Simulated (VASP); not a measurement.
A run of VASP 6.6.1 is set up as follows.

Contents of POSCAR:

```
CsPbBr3
1.0
    5.9429614561      0.0000000000      0.0000000000
    0.0000000000      5.9429614561      0.0000000000
    0.0000000000      0.0000000000      5.9429614561
Cs Pb Br
1 1 3
Direct
    0.0000000000      0.0000000000      0.0000000000
    0.5000000000      0.5000000000      0.5000000000
    0.5000000000      0.5000000000      0.0000000000
    0.5000000000      0.0000000000      0.5000000000
    0.0000000000      0.5000000000      0.5000000000
```

The input INCAR.step1:

```
SYSTEM = CsPbBr3
PREC = Accurate
ENCUT = 520
ISMEAR = 0
SIGMA = 0.01
LREAL = .False.
LASPH = .True.
NELM = 100
NBANDS = 30
GGA = PE
ALGO = Normal
EDIFF = 1E-4
LWAVE = .True.
LCHARG = .False.
```

Contents of INCAR.step2:

```
SYSTEM = CsPbBr3
PREC = Accurate
ENCUT = 520
EDIFF = 1E-6
ISMEAR = 0
SIGMA = 0.01
LREAL = .False.
LASPH = .True.
NELM = 100
ALGO = Normal
ISIF = 2
LWAVE = .False.
LCHARG = .True.
METAGGA = R2SCAN
LMIXTAU = .True.
LELF = .True.
LVHAR = .True.
NBANDS = 30
ISTART = 1
```

File KPOINTS:

```
Automatic mesh
0
Gamma
  4 4 4
  0 0 0
```

Potentials or basis: VASP PAW PBE potentials, release 64 (Cs_sv, Pb_d, Br).

The run is started by

```sh
$ cat potpaw_PBE.64/Cs_sv/POTCAR potpaw_PBE.64/Pb_d/POTCAR potpaw_PBE.64/Br/POTCAR > POTCAR
$ cp INCAR.step1 INCAR
$ mpirun -np 1 vasp_std > vasp.out
$ cp INCAR.step2 INCAR
$ mpirun -np 1 vasp_std > vasp.out
```

Problem. Predict the band gap on the k mesh.

Solution. 2.06 eV.

Problem. Predict the pressure.

Solution. 0.0 GPa.

Caveat: the PAW data sets were made with another functional, which shifts forces and pressure a little; spin-orbit coupling is left out, which moves the levels of the heavy elements. A k mesh can miss the band edges.
